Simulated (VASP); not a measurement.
Wanted: the native input for a VASP 6.6.1 run.

```yaml
Task: relaxation of cell and atoms
Functional: PBEsol
Potentials_or_basis: VASP PAW PBE potentials, release 64 (Ga_d, P)
Cutoff: 600 eV
k_mesh: 6 × 6 × 6
Occupations: gaussian, width 0.01 eV
Spin: no spin polarisation
Dipole_correction: no
Further_INCAR_settings: ALGO = Normal; EDIFF = 1e-06; IBRION = 2; EDIFFG = -0.01; NSW = 80; ISIF = 3
```

The structure of GaP lies in POSCAR:

```
GaP
1.0
    6.8109520000      0.0000000000      0.0000000000
    5.7023528382      3.7245455099      0.0000000000
    5.7023528382      1.6972872422      3.3153363740
Ga P
2 2
Direct
    0.4353720000      0.4353720000      0.4353720000
    0.5646280000      0.5646280000      0.5646280000
    0.0573890000      0.0573890000      0.0573890000
    0.9426110000      0.9426110000      0.9426110000
```

These files were run (other wordings do the same):

INCAR

```
PREC = Accurate
ENCUT = 600
EDIFF = 1E-6
ISMEAR = 0
SIGMA = 0.01
LREAL = F
LASPH = T
NELM = 100
ALGO = Normal
ISIF = 3
LWAVE = F
LCHARG = F
GGA = PS
IBRION = 2
NSW = 80
EDIFFG = -0.01
```

KPOINTS

```
Automatic mesh
0
Gamma
  6 6 6
```

Potentials or basis: VASP PAW PBE potentials, release 64 (Ga_d, P).

Command:

```sh
$ cat potpaw_PBE.64/Ga_d/POTCAR potpaw_PBE.64/P/POTCAR > POTCAR
$ mpirun -np 1 vasp_std > vasp.out
```

It gave:

* Relaxed volume: 20.18 Å³/atom
* Relaxed cell: a = 6.727 Å, b = 6.727 Å, c = 6.727 Å, α = 33.08°, β = 33.08°, γ = 33.08°
* Space group after relaxing (to 0.1 Å): R-3m (No. 166)
* Energy gained by relaxing: 8.1 meV/atom
* Ionic steps: 8
* Pressure after relaxing: 0.0 GPa
* Band gap on the k mesh: 0.69 eV (least direct gap 1.14 eV)

Caveat: semilocal functionals underestimate gaps, and a narrow one can read as zero; the PAW data sets were made with another functional, which shifts forces and pressure a little.

Wall time 12 min on 1 thread of Intel(R) Xeon(R) Platinum 8488C (Sapphire Rapids) (shared host), peak memory 0.43 GiB.
